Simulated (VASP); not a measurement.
# HgTe (Cmcm) in VASP: a series of runs

HgTe is run at these levels: r2SCAN+D4; tasks: single point.

Program: VASP 6.6.1. These are calculated values, not measurements. Logs are shortened: lines on timing, memory, paths and dates and some standing lists are left out, and cuts for length are marked.

### 1 The cell of the first run

The structure is orthorhombic, space group Cmcm (No. 63). Conventional cell: a = 6.045 Å, b = 7.003 Å, c = 5.798 Å, α = 90.00°, β = 90.00°, γ = 90.00°. Within 4.0 Å of Hg (site symmetry m2m) lie 6 Te at 3.03 to 3.91 Å and 2 Hg at 3.64 Å. Within 4.0 Å of Te (site symmetry m2m) lie 6 Hg at 3.03 to 3.91 Å.

### 2 Single point, r2SCAN+D4

Input file POSCAR:

```
HgTe
1.0
    3.0224431800     -3.5015982900      0.0000000000
    3.0224431800      3.5015982900      0.0000000000
    0.0000000000      0.0000000000      5.7981570000
Hg Te
2 2
Direct
    0.3430500000      0.6569500000      0.7500000000
    0.6569500000      0.3430500000      0.2500000000
    0.7848090000      0.2151910000      0.7500000000
    0.2151910000      0.7848090000      0.2500000000
```

Input file INCAR.step1:

```
PREC = Accurate
ENCUT = 520
ISMEAR = -1
SIGMA = 0.02
LREAL = F
LASPH = T
NELM = 80
NBANDS = 26
GGA = PE
ALGO = Normal
EDIFF = 1E-4
LWAVE = T
LCHARG = F
```

Input file INCAR.step2:

```
PREC = Accurate
ENCUT = 520
EDIFF = 1E-6
ISMEAR = -1
SIGMA = 0.02
LREAL = F
LASPH = T
NELM = 80
ALGO = Normal
ISIF = 2
LWAVE = F
LCHARG = F
METAGGA = R2SCAN
LMIXTAU = T
IVDW = 13
VDW_S6 = 1.0
VDW_S8 = 0.6018749
VDW_A1 = 0.51559235
VDW_A2 = 5.77342911
NBANDS = 26
ISTART = 1
```

Input file KPOINTS:

```
Automatic mesh
0
Gamma
  4 4 4
```

Potentials or basis: VASP PAW PBE potentials, release 64 (Hg, Te).

Started as:

```
$ cat potpaw_PBE.64/Hg/POTCAR potpaw_PBE.64/Te/POTCAR > POTCAR
$ cp INCAR.step1 INCAR
$ mpirun -np 1 vasp_std > vasp.out
$ cp INCAR.step2 INCAR
$ mpirun -np 1 vasp_std > vasp.out
```

OUTCAR:

```text
PREC = Accurate
   ENCUT = 520
   EDIFF = 1E-6
   ISMEAR = -1
   LREAL = F
   LASPH = T
   NELM = 80
   ISIF = 2
   METAGGA = R2SCAN
   IVDW = 13
   ISTART = 1

 ion  position               nearest neighbor table
   1  0.343  0.657  0.750-   4 3.03   4 3.03   3 3.05   3 3.05   3 3.09   2 3.64   2 3.64
   2  0.657  0.343  0.250-   3 3.03   3 3.03   4 3.05   4 3.05   4 3.09   1 3.64   1 3.64
   3  0.785  0.215  0.750-   2 3.03   2 3.03   1 3.05   1 3.05   1 3.09
   4  0.215  0.785  0.250-   1 3.03   1 3.03   2 3.05   2 3.05   2 3.09

  LATTYP: Found a base centered orthorhombic cell.
 ALAT       =     6.0448863600
 B/A-ratio  =     1.1585323798
 C/A-ratio  =     0.9591837885

  Lattice vectors:

 A1 = (   3.0224431800,  -3.5015982900,   0.0000000000)
 A2 = (   3.0224431800,   3.5015982900,   0.0000000000)
 A3 = (   0.0000000000,   0.0000000000,   5.7981570000)

Analysis of symmetry for initial positions (statically):
=====================================================================
 Subroutine PRICEL returns:
 Original cell was already a primitive cell.

 Routine SETGRP: Setting up the symmetry group for a
 base centered orthorhombic supercell.

 Subroutine GETGRP returns: Found  8 space group operations
 (whereof  4 operations were pure point group operations)
 out of a pool of  8 trial point group operations.

The static configuration has the point symmetry C_2h.
 The point group associated with its full space group is D_2h.

Analysis of symmetry for dynamics (positions and initial velocities):
=====================================================================
 Subroutine PRICEL returns:
 Original cell was already a primitive cell.

 Routine SETGRP: Setting up the symmetry group for a
 base centered orthorhombic supercell.

 Subroutine GETGRP returns: Found  8 space group operations
 (whereof  4 operations were pure point group operations)
 out of a pool of  8 trial point group operations.

The dynamic configuration has the point symmetry C_2h.
 The point group associated with its full space group is D_2h.

 Subroutine INISYM returns: Found  8 space group operations
 (whereof  4 operations are pure point group operations),
 and found     1 'primitive' translations

----------------------------------------------------------------------------------------

                                     Primitive cell

  volume of cell :     122.7282

  direct lattice vectors                    reciprocal lattice vectors
     3.022443180 -3.501598290  0.000000000     0.165429082 -0.142791936  0.000000000
     3.022443180  3.501598290  0.000000000     0.165429082  0.142791936  0.000000000
     0.000000000  0.000000000  5.798157000     0.000000000  0.000000000  0.172468596

  length of vectors
     4.625619241  4.625619241  5.798157000     0.218532190  0.218532190  0.172468596

  position of ions in fractional coordinates (direct lattice)
     0.343050000  0.656950000  0.750000000
     0.656950000  0.343050000  0.250000000
     0.784809000  0.215191000  0.750000000
     0.215191000  0.784809000  0.250000000

  ion indices of the primitive-cell ions
   primitive index   ion index
                 1           1
                 2           2
                 3           3
                 4           4

----------------------------------------------------------------------------------------

 KPOINTS: Automatic mesh

Automatic generation of k-mesh.
 Grid dimensions read from file:
 generate k-points for:    4    4    4

 Generating k-lattice:

  Cartesian coordinates                     Fractional coordinates (reciprocal lattice)
     0.041357270 -0.035697984  0.000000000     0.250000000  0.000000000  0.000000000
     0.041357270  0.035697984  0.000000000     0.000000000  0.250000000  0.000000000
     0.000000000  0.000000000  0.043117149     0.000000000  0.000000000  0.250000000

  Length of vectors
     0.054633048  0.054633048  0.043117149

  Shift w.r.t. Gamma in fractional coordinates (k-lattice)
     0.000000000  0.000000000  0.000000000

 Subroutine IBZKPT returns following result:
 ===========================================

 Found     21 irreducible k-points:

 Following reciprocal coordinates:
            Coordinates               Weight
  0.000000  0.000000  0.000000      1.000000
  0.250000  0.000000  0.000000      4.000000
  0.500000  0.000000  0.000000      2.000000
  0.250000  0.250000  0.000000      2.000000
  0.500000  0.250000  0.000000      4.000000
 -0.250000  0.250000  0.000000      2.000000
[... 13 lines left out ...]
 -0.250000  0.250000  0.500000      2.000000
  0.500000  0.500000  0.500000      1.000000
   k-points           NKPTS =     21   k-points in BZ     NKDIM =     21   number of bands    NBANDS=     26
   number of dos      NEDOS =    301   number of ions     NIONS =      4
   total plane-waves  NPLWV =  62208
   dimension x,y,z NGX =    36 NGY =   36 NGZ =   48
   dimension x,y,z NGXF=    72 NGYF=   72 NGZF=   96
   ions per type =               2   2
   NGX,Y,Z   is equivalent  to a cutoff of  12.94, 12.94, 13.76 a.u.
   NGXF,Y,Z  is equivalent  to a cutoff of  25.88, 25.88, 27.53 a.u.
 SYSTEM =  unknown system
   PREC   = accura    normal or accurate (medium, high low for compatibility)
   ISTART =      1    job   : 0-new  1-cont  2-samecut
   ICHARG =      0    charge: 1-file 2-atom 10-const
   ISPIN  =      1    spin polarized calculation?
   LNONCOLLINEAR =      F non collinear calculations
   LSORBIT =      F    spin-orbit coupling
   LASPH  =      T    aspherical Exc in radial PAW
   ENCUT  =  520.0 eV  38.22 Ry    6.18 a.u.   8.60  8.60 10.78*2*pi/ulx,y,z
   NELM   =     80;   NELMIN=  2; NELMDL=  0     # of ELM steps
   EDIFF  = 0.1E-05   stopping-criterion for ELM
   LREAL  =      F    real-space projection
[... 7 lines left out ...]
   TEBEG  =    0.0;   TEEND  =   0.0 temperature during run
   PSTRESS=    0.0 pullay stress
   NELECT =      36.0000    total number of electrons
   NUPDOWN=      -1.0000    fix difference up-down
   EMIN   =  10.00;   EMAX   =-10.00  energy-range for DOS
   EFERMI =   0.00;   METHOD = LEGACY
   ISMEAR =    -1;   SIGMA  =   0.02  broadening in eV -4-tet -1-fermi 0-gaus
   EFERMI_NEDOS =   21; number of points for ismear=-14 and -15
   IALGO  =     38    algorithm
   IMIX   =      4    mixing-type and parameters
     AMIX     =   0.40;   BMIX     =  1.00
     AMIX_MAG =   1.60;   BMIX_MAG =  1.00
  volume/ion in A,a.u.               =      30.68       207.05
  Fermi-wavevector in a.u.,A,eV,Ry     =   1.087746  2.055542 16.098298  1.183191
  Thomas-Fermi vector in A             =   2.223912
   LORBIT       =      0    0 simple, 1 ext, 2 COOP (PROOUT), +10 PAW based schemes
   METAGGA = R2SCAN    functional components
   LHFCALC =     F    Hartree Fock is set to
   AEXX    =    0.0000 exact exchange contribution
   IVDW    =    13    specifies the selected vdW correction
   LEPSILON=     F    determine dielectric tensor
   LRPA    =     F    only Hartree local field effects (RPA)
 non-spin polarized calculation
  energy-cutoff  :      520.00
  volume of cell :      122.73
 maximum number of plane-waves:      3326
 NGX is ok and might be reduce to    36
   NGX = 17   NGY = 17   NGZ = 21

 number of electron      36.0000000 magnetization

 Free energy of the ion-electron system (eV)
  ---------------------------------------------------
  ext. energy  EPLUGINS =         0.00000000
  ---------------------------------------------------
  free energy    TOTEN  =      -149.62487932 eV

  energy without entropy =     -149.62466599  energy(sigma->0) =     -149.62477266

 E-fermi :   3.5081     XC(G=0):  -9.9940

 val. band max:        3.3927208127   @ k =   0.2500   0.0000   0.2500
 cond. band min:       3.6141604446   @ k =   0.2500   0.0000   0.0000
 fundamental gap:      0.2214396319
 Fermi energy:         3.5081300798

 k-point     1 :       0.0000    0.0000    0.0000
  band No.  band energies     occupation
      1      -8.6187      2.00000
      2      -7.5179      2.00000
      3      -3.5840      2.00000
      4      -3.5120      2.00000
      5      -3.4780      2.00000
      6      -3.4048      2.00000
[... 18 lines left out ...]
     25      10.9014      0.00000
     26      11.2031      0.00000

 k-point     2 :       0.2500    0.0000    0.0000
  band No.  band energies     occupation
      1      -8.3448      2.00000
      2      -7.5047      2.00000
      3      -3.6837      2.00000
      4      -3.5673      2.00000
      5      -3.5254      2.00000
      6      -3.4148      2.00000
[... 18 lines left out ...]
     25      10.7278      0.00000
     26      10.9513      0.00000

 k-point     3 :       0.5000    0.0000    0.0000
  band No.  band energies     occupation
      1      -7.8127      2.00000
      2      -7.7298      2.00000
      3      -3.7391      2.00000
      4      -3.6265      2.00000
      5      -3.5400      2.00000
      6      -3.5263      2.00000
[... 18 lines left out ...]
     25       9.3981      0.00000
     26      10.5103      0.00000

 k-point     4 :       0.2500    0.2500    0.0000
  band No.  band energies     occupation
      1      -8.0292      2.00000
      2      -7.5488      2.00000
      3      -3.7155      2.00000
      4      -3.6406      2.00000
      5      -3.5752      2.00000
      6      -3.3766      2.00000
[... 18 lines left out ...]
     25      10.0415      0.00000
     26      11.5462      0.00000
[... 409 lines left out ...]
      1      -7.5987      2.00000
      2      -7.5987      2.00000
      3      -3.7358      2.00000
      4      -3.7358      2.00000
      5      -3.4990      2.00000
      6      -3.4990      2.00000
[... 18 lines left out ...]
     25      10.8005      0.00000
     26      10.8005      0.00000

 k-point    20 :      -0.2500    0.2500    0.5000
  band No.  band energies     occupation
      1      -7.7736      2.00000
      2      -7.7736      2.00000
      3      -3.7075      2.00000
      4      -3.7075      2.00000
      5      -3.4509      2.00000
      6      -3.4509      2.00000
[... 18 lines left out ...]
     25      10.1562      0.00000
     26      10.1562      0.00000

 k-point    21 :       0.5000    0.5000    0.5000
  band No.  band energies     occupation
      1      -7.6154      2.00000
      2      -7.6154      2.00000
      3      -3.7206      2.00000
      4      -3.7206      2.00000
      5      -3.3789      2.00000
      6      -3.3789      2.00000
[... 18 lines left out ...]
     25      11.1469      0.00000
     26      11.1469      0.00000

------------------------ aborting loop because EDIFF is reached ----------------------------------------

  DFT-D4 for vdW energy calculation

  Edisp (eV):   -0.58552

  FORCE on cell =-STRESS in cart. coord.  units (eV):
  Direction    XX          YY          ZZ          XY          YZ          ZX
  --------------------------------------------------------------------------------------
  -------------------------------------------------------------------------------------
  Total      -2.26642    -1.48735    -2.19371     0.00000     0.00000     0.00000
  in kB     -29.58735   -19.41683   -28.63824     0.00000     0.00000     0.00000
  external pressure =      -25.88 kB  Pullay stress =        0.00 kB

 VOLUME and BASIS-vectors are now :
 -----------------------------------------------------------------------------
  energy-cutoff  :      520.00
  volume of cell :      122.73
      direct lattice vectors                 reciprocal lattice vectors
     3.022443180 -3.501598290  0.000000000     0.165429082 -0.142791936  0.000000000
     3.022443180  3.501598290  0.000000000     0.165429082  0.142791936  0.000000000
     0.000000000  0.000000000  5.798157000     0.000000000  0.000000000  0.172468596

 POSITION                                       TOTAL-FORCE (eV/Angst)
 -----------------------------------------------------------------------------------
      3.02244      1.09915      4.34862         0.000000     -0.007742     -0.000000
      3.02244     -1.09915      1.44954         0.000000      0.007742      0.000000
      3.02244     -1.99457      4.34862         0.000000      0.129580      0.000000
      3.02244      1.99457      1.44954         0.000000     -0.129580      0.000000
 -----------------------------------------------------------------------------------
    total drift:                               -0.000000      0.000000     -0.000000

  FREE ENERGIE OF THE ION-ELECTRON SYSTEM (eV)
  ---------------------------------------------------
  free  energy   TOTEN  =      -150.2103985878 eV

  energy  without entropy=     -150.2101852527  energy(sigma->0) =     -150.21029192
```

Wall time 86 s (1 thread of Intel Xeon 6975P-C (Granite Rapids), shared host); peak memory 0.28 GiB.

What came out:

- Free energy: -150.2104 eV
- Pressure: -2.6 GPa
- Largest force: 0.130 eV/Å
- Band gap on the k mesh: zero (band 18 reaches 3.81 eV, above the bottom of band 19 at 1.89 eV)
- Dispersion energy per atom: -0.146 eV

Forces in eV/Å, atoms in the order of the input:
```
Hg   0.000 -0.008  0.000
Hg   0.000  0.008  0.000
Te   0.000  0.130  0.000
Te   0.000 -0.130  0.000
```

Caveat: the PAW data sets were made with another functional, which shifts forces and pressure a little; spin-orbit coupling is left out, which moves the levels of the heavy elements; pairwise dispersion overbinds metals, which lowers pressure and volume.

[end of part 1 of 2]
